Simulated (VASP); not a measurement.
# CsAsH4 (P4/mmm) in VASP: further runs

CsAsH4 is run at these levels: PBEsol; tasks: single point, relaxation of cell and atoms.

Program: VASP 6.6.1. These are calculated values, not measurements. Logs are shortened: lines on timing, memory, paths and dates and some standing lists are left out, and cuts for length are marked.

### 1 The cell of the first run

The structure is tetragonal, space group P4/mmm (No. 123). Conventional cell: a = 3.614 Å, b = 3.614 Å, c = 6.190 Å, α = 90.00°, β = 90.00°, γ = 90.00°. Cs (site symmetry 4/mmm) has 8 H at 2.83 Å and 4 Cs at 3.61 Å within 3.7 Å. Within 2.7 Å of As (site symmetry 4/mmm) lie 8 H at 2.03 Å. H (site symmetry 2mm) has 1 H at 1.84 Å and 2 As at 2.03 Å within 2.4 Å.

### 2 Single point, PBEsol

The input, INCAR:

```
  ALGO = Normal
  EDIFF = 1E-7
  ENCUT = 520
  GGA = PS
  ISIF = 2
  ISMEAR = -1
  LASPH = True
  LCHARG = False
  LREAL = False
  LWAVE = False
  NBANDS = 18
  NELM = 80
  PREC = Accurate
  SIGMA = 0.03
```

The input, KPOINTS:

```
k-points
0
Gamma
  6 6 4
```

The input, POSCAR:

```
CsAsH4
1.0
    3.6142575067      0.0000000000      0.0000000000
    0.0000000000      3.6142575067      0.0000000000
    0.0000000000      0.0000000000      6.1896640240
Cs As H
1 1 4
Direct
    0.0000000000      0.0000000000      0.0000000000
    0.5000000000      0.5000000000      0.5000000000
    0.5000000000      0.0000000000      0.6482587472
    0.0000000000      0.5000000000      0.3517412528
    0.5000000000      0.0000000000      0.3517412528
    0.0000000000      0.5000000000      0.6482587472
```

Potentials or basis: VASP PAW PBE potentials, release 64 (Cs_sv, As, H).

Started as:

```console
cat potpaw_PBE.64/Cs_sv/POTCAR potpaw_PBE.64/As/POTCAR potpaw_PBE.64/H/POTCAR > POTCAR
mpirun -np 1 vasp_std > vasp.out
```

OUTCAR:

```text
EDIFF = 1E-7
   ENCUT = 520
   GGA = PS
   ISIF = 2
   ISMEAR = -1
   LASPH = True
   LREAL = False
   NELM = 80
   PREC = Accurate

 ion  position               nearest neighbor table
   1  0.000  0.000  0.000-
   2  0.500  0.500  0.500-
   3  0.500  0.000  0.648-
   4  0.000  0.500  0.352-
   5  0.500  0.000  0.352-
   6  0.000  0.500  0.648-

  LATTYP: Found a simple tetragonal cell.
 ALAT       =     3.6142575067
 C/A-ratio  =     1.7125686292

  Lattice vectors:

 A1 = (   3.6142575067,   0.0000000000,   0.0000000000)
 A2 = (   0.0000000000,   3.6142575067,   0.0000000000)
 A3 = (   0.0000000000,   0.0000000000,   6.1896640240)

Analysis of symmetry for initial positions (statically):
=====================================================================
 Subroutine PRICEL returns:
 Original cell was already a primitive cell.

 Routine SETGRP: Setting up the symmetry group for a
 simple tetragonal supercell.

 Subroutine GETGRP returns: Found 16 space group operations
 (whereof 16 operations were pure point group operations)
 out of a pool of 16 trial point group operations.

The static configuration has the point symmetry D_4h.

Analysis of symmetry for dynamics (positions and initial velocities):
=====================================================================
 Subroutine PRICEL returns:
 Original cell was already a primitive cell.

 Routine SETGRP: Setting up the symmetry group for a
 simple tetragonal supercell.

 Subroutine GETGRP returns: Found 16 space group operations
 (whereof 16 operations were pure point group operations)
 out of a pool of 16 trial point group operations.

The dynamic configuration has the point symmetry D_4h.

 Subroutine INISYM returns: Found 16 space group operations
 (whereof 16 operations are pure point group operations),
 and found     1 'primitive' translations

----------------------------------------------------------------------------------------

                                     Primitive cell

  volume of cell :      80.8547

  direct lattice vectors                    reciprocal lattice vectors
     3.614257507  0.000000000  0.000000000     0.276682001  0.000000000  0.000000000
     0.000000000  3.614257507  0.000000000     0.000000000  0.276682001  0.000000000
     0.000000000  0.000000000  6.189664024     0.000000000  0.000000000  0.161559658

  length of vectors
     3.614257507  3.614257507  6.189664024     0.276682001  0.276682001  0.161559658

  position of ions in fractional coordinates (direct lattice)
     0.000000000  0.000000000  0.000000000
     0.500000000  0.500000000  0.500000000
     0.500000000  0.000000000  0.648258747
     0.000000000  0.500000000  0.351741253
     0.500000000  0.000000000  0.351741253
     0.000000000  0.500000000  0.648258747

  ion indices of the primitive-cell ions
   primitive index   ion index
                 1           1
                 2           2
                 3           3
                 4           4
                 5           5
                 6           6

----------------------------------------------------------------------------------------

 KPOINTS: k-points

Automatic generation of k-mesh.
 Grid dimensions read from file:
 generate k-points for:    6    6    4

 Generating k-lattice:

  Cartesian coordinates                     Fractional coordinates (reciprocal lattice)
     0.046113667  0.000000000  0.000000000     0.166666667  0.000000000  0.000000000
     0.000000000  0.046113667  0.000000000     0.000000000  0.166666667  0.000000000
     0.000000000  0.000000000  0.040389914     0.000000000  0.000000000  0.250000000

  Length of vectors
     0.046113667  0.046113667  0.040389914

  Shift w.r.t. Gamma in fractional coordinates (k-lattice)
     0.000000000  0.000000000  0.000000000

 Subroutine IBZKPT returns following result:
 ===========================================

 Found     30 irreducible k-points:

 Following reciprocal coordinates:
            Coordinates               Weight
  0.000000  0.000000  0.000000      1.000000
  0.166667  0.000000  0.000000      4.000000
  0.333333  0.000000  0.000000      4.000000
  0.500000  0.000000  0.000000      2.000000
  0.166667  0.166667  0.000000      4.000000
  0.333333  0.166667  0.000000      8.000000
[... 16 lines left out ...]
  0.333333  0.000000  0.500000      4.000000
  0.500000  0.000000  0.500000      2.000000
 [... further k-points ...]
   k-points           NKPTS =     30   k-points in BZ     NKDIM =     30   number of bands    NBANDS=     18
   number of dos      NEDOS =    301   number of ions     NIONS =      6
   total plane-waves  NPLWV =  37632
   dimension x,y,z NGX =    28 NGY =   28 NGZ =   48
   dimension x,y,z NGXF=    56 NGYF=   56 NGZF=   96
   ions per type =               1   1   4
   NGX,Y,Z   is equivalent  to a cutoff of  12.88, 12.88, 12.89 a.u.
   NGXF,Y,Z  is equivalent  to a cutoff of  25.76, 25.76, 25.78 a.u.
 SYSTEM =  unknown system
   PREC   = accura    normal or accurate (medium, high low for compatibility)
   ISTART =      0    job   : 0-new  1-cont  2-samecut
   ICHARG =      2    charge: 1-file 2-atom 10-const
   ISPIN  =      1    spin polarized calculation?
   LNONCOLLINEAR =      F non collinear calculations
   LSORBIT =      F    spin-orbit coupling
   LASPH  =      T    aspherical Exc in radial PAW
   ENCUT  =  520.0 eV  38.22 Ry    6.18 a.u.   6.72  6.72 11.51*2*pi/ulx,y,z
   NELM   =     80;   NELMIN=  2; NELMDL= -5     # of ELM steps
   EDIFF  = 0.1E-06   stopping-criterion for ELM
   LREAL  =      F    real-space projection
   EDIFFG = 0.1E-05   stopping-criterion for IOM
   NSW    =      0    number of steps for IOM
   IBRION =     -1    ionic relax: 0-MD 1-quasi-New 2-CG
   NFREE  =      0    steps in history (QN), initial steepest desc. (CG)
   ISIF   =      2    stress and relaxation
   ISYM   =      2    0-nonsym 1-usesym 2-fastsym
   POTIM  = 0.5000    time-step for ionic-motion
   TEBEG  =    0.0;   TEEND  =   0.0 temperature during run
   PSTRESS=    0.0 pullay stress
   NELECT =      18.0000    total number of electrons
   NUPDOWN=      -1.0000    fix difference up-down
   EMIN   =  10.00;   EMAX   =-10.00  energy-range for DOS
   EFERMI =   0.00;   METHOD = LEGACY
   ISMEAR =    -1;   SIGMA  =   0.03  broadening in eV -4-tet -1-fermi 0-gaus
   EFERMI_NEDOS =   21; number of points for ismear=-14 and -15
   IALGO  =     38    algorithm
   IMIX   =      4    mixing-type and parameters
     AMIX     =   0.40;   BMIX     =  1.00
     AMIX_MAG =   1.60;   BMIX_MAG =  1.00
  volume/ion in A,a.u.               =      13.48        90.94
  Fermi-wavevector in a.u.,A,eV,Ry     =   0.992195  1.874978 13.394281  0.984452
  Thomas-Fermi vector in A             =   2.123990
   LORBIT       =      0    0 simple, 1 ext, 2 COOP (PROOUT), +10 PAW based schemes
   GGA     = PS    functional components
   LHFCALC =     F    Hartree Fock is set to
   AEXX    =    0.0000 exact exchange contribution
   IVDW    =     0    specifies the selected vdW correction
   LEPSILON=     F    determine dielectric tensor
   LRPA    =     F    only Hartree local field effects (RPA)
 non-spin polarized calculation
  energy-cutoff  :      520.00
  volume of cell :       80.85
 maximum number of plane-waves:      2200
 NGX is ok and might be reduce to    28
   NGX = 13   NGY = 13   NGZ = 23

 number of electron      18.0000002 magnetization

 Free energy of the ion-electron system (eV)
  ---------------------------------------------------
  ext. energy  EPLUGINS =         0.00000000
  ---------------------------------------------------
  free energy    TOTEN  =       -16.51914494 eV

  energy without entropy =      -16.51063240  energy(sigma->0) =      -16.51488867

 E-fermi :   2.9474     XC(G=0):  -9.2431

 val. band max:        2.9092541214   @ k =   0.1667   0.0000   0.0000
 cond. band min:       2.9508259735   @ k =   0.1667   0.1667   0.2500
 fundamental gap:      0.0415718521
 Fermi energy:         2.9474011620

 k-point     1 :       0.0000    0.0000    0.0000
  band No.  band energies     occupation
      1     -19.8539      2.00000
      2      -9.7772      2.00000
      3      -7.0809      2.00000
      4      -5.6627      2.00000
      5      -5.6627      2.00000
      6      -1.4829      2.00000
[... 10 lines left out ...]
     17       9.4978      0.00000
     18      12.1406      0.00000

 k-point     2 :       0.1667    0.0000    0.0000
  band No.  band energies     occupation
      1     -19.7866      2.00000
      2      -9.5720      2.00000
      3      -6.9354      2.00000
      4      -6.2917      2.00000
      5      -5.6036      2.00000
      6      -1.4421      2.00000
[... 10 lines left out ...]
     17       9.8461      0.00000
     18      10.7618      0.00000

 k-point     3 :       0.3333    0.0000    0.0000
  band No.  band energies     occupation
      1     -19.6461      2.00000
      2      -9.1124      2.00000
      3      -7.2150      2.00000
      4      -6.6050      2.00000
      5      -5.4808      2.00000
      6      -3.2920      2.00000
[... 10 lines left out ...]
     17       9.8029      0.00000
     18      10.3793      0.00000

 k-point     4 :       0.5000    0.0000    0.0000
  band No.  band energies     occupation
      1     -19.5724      2.00000
      2      -8.9075      2.00000
      3      -7.4441      2.00000
      4      -6.4130      2.00000
      5      -5.4170      2.00000
      6      -4.2820      2.00000
[... 375 lines left out ...]
      4      -6.2356      2.00000
      5      -5.6000      2.00000
      6      -2.4312      2.00000
[... 10 lines left out ...]
     17      10.3258      0.00000
     18      10.5629      0.00000

 k-point    23 :       0.3333    0.0000    0.5000
  band No.  band energies     occupation
      1     -19.6446      2.00000
      2      -9.1380      2.00000
      3      -7.4525      2.00000
      4      -6.3824      2.00000
      5      -5.4788      2.00000
      6      -2.9034      2.00000
[... 10 lines left out ...]
     17       9.8141      0.00000
     18      11.3446      0.00000

 k-point    24 :       0.5000    0.0000    0.5000
  band No.  band energies     occupation
      1     -19.5714      2.00000
      2      -8.6223      2.00000
      3      -7.9132      2.00000
      4      -6.7057      2.00000
      5      -5.4159      2.00000
      6      -3.5251      2.00000
[... 10 lines left out ...]
     17       9.7652      0.00000
     18      11.5737      0.00000

 [... further k-points ...]
[... 5 lines left out ...]
  --------------------------------------------------------------------------------------
  -------------------------------------------------------------------------------------
  Total        0.0742941      0.0742941      0.0591152      0.0000000      0.0000000      0.0000000
  in kB        1.4721756      1.4721756      1.1713974      0.0000000      0.0000000      0.0000000
  external PRESSURE =       1.3719162 kB  Pullay stress =       0.0000000 kB

 VOLUME and BASIS-vectors are now :
 -----------------------------------------------------------------------------
  energy-cutoff  :      520.00
  volume of cell :       80.85
      direct lattice vectors                 reciprocal lattice vectors
     3.614257507  0.000000000  0.000000000     0.276682001  0.000000000  0.000000000
     0.000000000  3.614257507  0.000000000     0.000000000  0.276682001  0.000000000
     0.000000000  0.000000000  6.189664024     0.000000000  0.000000000  0.161559658

 POSITION                                       TOTAL-FORCE (eV/Angst)
 -----------------------------------------------------------------------------------
      0.00000      0.00000      0.00000         0.000000      0.000000      0.000000
      1.80713      1.80713      3.09483         0.000000      0.000000      0.000000
      1.80713      0.00000      4.01250         0.000000      0.000000     -0.001951
      0.00000      1.80713      2.17716         0.000000     -0.000000      0.001951
      1.80713      0.00000      2.17716        -0.000000      0.000000      0.001951
      0.00000      1.80713      4.01250        -0.000000     -0.000000     -0.001951
 -----------------------------------------------------------------------------------
    total drift:                                0.000000      0.000000      0.000000

  FREE ENERGIE OF THE ION-ELECTRON SYSTEM (eV)
  ---------------------------------------------------
  free  energy   TOTEN  =       -16.5191449380 eV

  energy  without entropy=      -16.5106323970  energy(sigma->0) =      -16.51488867
```

It took 40 s on 1 thread of Intel Xeon Platinum 8375C at 2.90GHz (Ice Lake), shared host; peak memory 0.2 GiB.

What came out:

- Free energy: -16.5191 eV
- Pressure: 0.1 GPa
- Band gap on the k mesh: zero (bands 9 and 10 overlap by 1.61 eV)

Levels at points of the mesh, in eV from the Fermi level:
| k point | band 5 | band 6 | band 7 | band 8 | band 9 | band 10 | band 11 | band 12 | band 13 | band 14 |
| --- | --- | --- | --- | --- | --- | --- | --- | --- | --- | --- |
| (0.00, 0.00, 0.00) | -8.61 | -4.43 | -2.62 | -0.17 | -0.16 | -0.16 | 1.06 | 1.10 | 2.64 | 5.93 |
| (0.50, 0.00, 0.00) | -8.36 | -7.23 | -4.49 | -0.92 | -0.19 | 0.39 | 2.49 | 3.87 | 4.86 | 5.51 |
| (0.50, 0.50, 0.00) | -8.89 | -6.46 | -6.46 | -2.03 | -2.03 | -1.38 | 0.52 | 1.81 | 7.03 | 7.03 |
| (0.00, 0.00, 0.50) | -8.61 | -5.77 | -2.45 | -0.28 | -0.28 | 0.07 | 1.23 | 1.53 | 4.09 | 5.17 |
| (0.50, 0.00, 0.50) | -8.36 | -6.47 | -3.64 | -2.10 | -0.87 | 0.43 | 3.17 | 3.25 | 4.31 | 5.31 |
| (0.50, 0.50, 0.50) | -8.92 | -6.81 | -6.81 | -2.04 | -0.90 | -0.90 | 2.15 | 3.04 | 3.54 | 3.54 |

Caveat: the PAW data sets were made with another functional, which shifts forces and pressure a little; spin-orbit coupling is left out, which moves the levels of the heavy elements.

### 3 Relaxation of cell and atoms, PBEsol

This run uses another cell than the first one, of 18.61 Å³/atom.

The input, INCAR:

```
SYSTEM = CsAsH4
PREC     = Accurate       ! precision mode
ENCUT    = 600            ! plane-wave cutoff, eV
EDIFF    = 1E-6           ! SCF threshold, eV
ISMEAR   = -1             ! smearing method
SIGMA    = 0.03           ! smearing width, eV
LREAL    = .False.        ! projectors in reciprocal space
LASPH    = .True.         ! aspherical terms in the spheres
NELM     = 100            ! most SCF steps
ALGO     = Normal         ! electronic algorithm
ISIF     = 3              ! what is computed and relaxed
LWAVE    = .False.        ! write WAVECAR
LCHARG   = .False.        ! write CHGCAR
GGA      = PS             ! functional
IBRION   = 2              ! ionic algorithm
NSW      = 100            ! ionic steps
EDIFFG   = -0.01          ! ionic threshold
```

The input, KPOINTS:

```
regular mesh
0
Gamma
  6 6 4
  0 0 0
```

The input, POSCAR:

```
CsAsH4
1.0
    4.2649186600      0.0000000000      0.0000000000
    0.0000000000      4.2649186600      0.0000000000
    0.0000000000      0.0000000000      6.1376620100
Cs As H
1 1 4
Direct
    0.0000000000      0.0000000000      0.0000000000
    0.5000000000      0.5000000000      0.5000000000
    0.5000000000      0.0000000000      0.7327468500
    0.0000000000      0.5000000000      0.2672531500
    0.5000000000      0.0000000000      0.2672531500
    0.0000000000      0.5000000000      0.7327468500
```

Potentials or basis: VASP PAW PBE potentials, release 64 (Cs_sv, As, H).

Started as:

```console
cat potpaw_PBE.64/Cs_sv/POTCAR potpaw_PBE.64/As/POTCAR potpaw_PBE.64/H/POTCAR > POTCAR
mpirun -np 1 vasp_std > vasp.out
```

Run time: 7.1 min. Hardware: 1 thread of Intel Xeon Platinum 8375C at 2.90GHz (Ice Lake), shared host; peak memory 0.3 GiB.

The run converged. Its results:

- Free energy: -16.5219 eV
- Relaxed volume: 13.54 Å³/atom
- Relaxed cell: a = 3.622 Å, b = 3.622 Å, c = 6.195 Å, α = 90.00°, β = 90.00°, γ = 90.00°
- Space group after relaxing (to 0.1 Å): P4/mmm (No. 123)
- Energy gained by relaxing: 421.8 meV/atom
- Ionic steps: 16
- Pressure after relaxing: 0.0 GPa
- Largest force after relaxing: 0.005 eV/Å
- Band gap on the k mesh: zero (bands 9 and 10 overlap by 1.60 eV)

Forces in eV/Å, atoms in the order of the input:
```
Cs   0.000  0.000  0.000
As   0.000  0.000  0.000
H    0.000  0.000 -0.005
H    0.000  0.000  0.005
H    0.000  0.000  0.005
H    0.000  0.000 -0.005
```

The path:
```
step  energy change (eV)  largest force (eV/Å)  pressure (GPa)  volume (Å³)
   1              0.0000                1.0661           -6.64       111.64
   2             -0.6903                1.1034           -5.57        99.64
   3             -1.6538                0.9027            5.89        68.82
   4             -2.0877                0.2781            7.11        67.41
   5             -2.1646                0.0983            8.31        66.56
   6             -2.5009                0.0659            1.37        76.50
   7             -2.5130                0.0893            0.35        78.57
   8             -2.5135                0.0927            0.14        79.03
   9             -2.5177                0.0770            0.06        79.47
  10             -2.5258                0.0532           -0.14        80.81
  11             -2.5216                0.0317           -0.86        83.49
  12             -2.5287                0.0439           -0.28        81.59
  13             -2.5292                0.0229           -0.51        82.36
  14             -2.5294                0.0348           -0.39        82.04
  15             -2.5304                0.0148            0.30        80.78
  16             -2.5310                0.0049            0.03        81.26
```

Final structure:
```
CELL_PARAMETERS angstrom
3.62167 0.00000 0.00000
0.00000 3.62167 0.00000
0.00000 0.00000 6.19503
ATOMIC_POSITIONS crystal
Cs 0.00000 0.00000 0.00000
As 0.50000 0.50000 0.50000
H 0.50000 0.00000 0.64809
H 0.00000 0.50000 0.35191
H 0.50000 0.00000 0.35191
H 0.00000 0.50000 0.64809
```

Levels at points of the mesh, in eV from the Fermi level:
```csv
k point,band 7,band 8,band 9,band 10,band 11,band 12
"(0.00, 0.00, 0.00)",-2.62,-0.20,-0.17,-0.17,1.05,1.09
"(0.50, 0.00, 0.00)",-4.46,-0.92,-0.22,0.37,2.48,3.85
"(0.50, 0.50, 0.00)",-6.44,-2.01,-2.01,-1.37,0.53,1.82
"(0.00, 0.00, 0.50)",-2.45,-0.29,-0.29,0.07,1.19,1.53
"(0.50, 0.00, 0.50)",-3.62,-2.09,-0.89,0.41,3.17,3.25
"(0.50, 0.50, 0.50)",-6.79,-2.03,-0.89,-0.89,2.16,3.55
```

Caveat: the volume moved by over 15 % at a fixed basis, so the end points are rough; the PAW data sets were made with another functional, which shifts forces and pressure a little; spin-orbit coupling is left out, which moves the levels of the heavy elements.

The gap in the log of VASP goes by the Fermi energy; the results here count the filled bands.